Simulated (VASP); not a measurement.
Here is a VASP 6.6.1 calculation.

INCAR

```
SYSTEM = Ba2SrP2
ALGO = Normal
EDIFF = 1E-7
ENCUT = 520
GGA = PE
ISIF = 2
ISMEAR = 0
LASPH = .TRUE.
LCHARG = .TRUE.
LELF = .TRUE.
LREAL = .FALSE.
LVHAR = .TRUE.
LWAVE = .FALSE.
NBANDS = 28
NELM = 80
PREC = Accurate
SIGMA = 0.2
```

The input KPOINTS:

```
k-points
0
G
  4 4 2
  0 0 0
```

The input POSCAR:

```
Ba2SrP2
1.0
    5.0822260505      0.0000000000      0.0000000000
   -2.5411130252      4.4013368675      0.0000000000
    0.0000000000      0.0000000000      7.8823584033
Ba Sr P
2 1 2
Direct
    0.3333333333      0.6666666667      0.6631232136
    0.6666666667      0.3333333333      0.3368767864
    0.0000000000      0.0000000000      0.0000000000
    0.6666666667      0.3333333333      0.7859188994
    0.3333333333      0.6666666667      0.2140811006
```

Potentials or basis: VASP PAW PBE potentials, release 64 (Ba_sv, Sr_sv, P).

Launch:

```sh
$ cat potpaw_PBE.64/Ba_sv/POTCAR potpaw_PBE.64/Sr_sv/POTCAR potpaw_PBE.64/P/POTCAR > POTCAR
$ mpirun -np 1 vasp_std > vasp.out
```

Question: Predict the band gap on the k mesh.

Answer: 1.39 eV (least direct gap 1.57 eV).

Question: Estimate the pressure.

Answer: 0.5 GPa.

Forces in eV/Å, atoms in the order of the input:
```
Ba   0.000  0.000 -0.006
Ba   0.000  0.000  0.006
Sr   0.000  0.000  0.000
P    0.000  0.000  0.078
P    0.000  0.000 -0.078
```

Caveat: spin-orbit coupling is left out, which moves the levels of the heavy elements. A k mesh can miss the band edges.
